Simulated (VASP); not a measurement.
The system is Si.

```
Si
1.0
     3.85669    0.00000    0.00000
    -1.92835    3.33999    0.00000
     0.00000    0.00000    6.37456
Si
4
Direct
  0.66667 0.33333 0.93699
  0.33333 0.66667 0.43699
  0.66667 0.33333 0.56301
  0.33333 0.66667 0.06301
```

This cell differs from its parent crystal: volume scaled by 1.02.

Base run:

```yaml
Program: VASP 6.6.1
Functional: PBEsol
Potentials_or_basis: VASP PAW PBE potentials, release 64 (Si)
Cutoff: 520 eV
k_mesh: 8 × 8 × 4
Occupations: fermi-dirac, width 0.05 eV
Spin: no spin polarisation
```

Its results: band gap on the k mesh 0.34 eV, indirect (least direct gap 0.90 eV); pressure -2.1 GPa; largest force 0.016 eV/Å.

The run is repeated on the same cell with these changes: functional from PBEsol to PBE; further incar settings from ALGO = Normal; EDIFF = 1e-06; NBANDS = 16 to ALGO = Normal; EDIFF = 1e-07; NBANDS = 16. What comes out?

Band gap on the k mesh 0.46 eV, indirect (least direct gap 0.98 eV); pressure -0.4 GPa; largest force 0.015 eV/Å.

Caveats: the PAW data sets were made with another functional, which shifts forces and pressure a little (some runs).

A k mesh can miss the band edges.
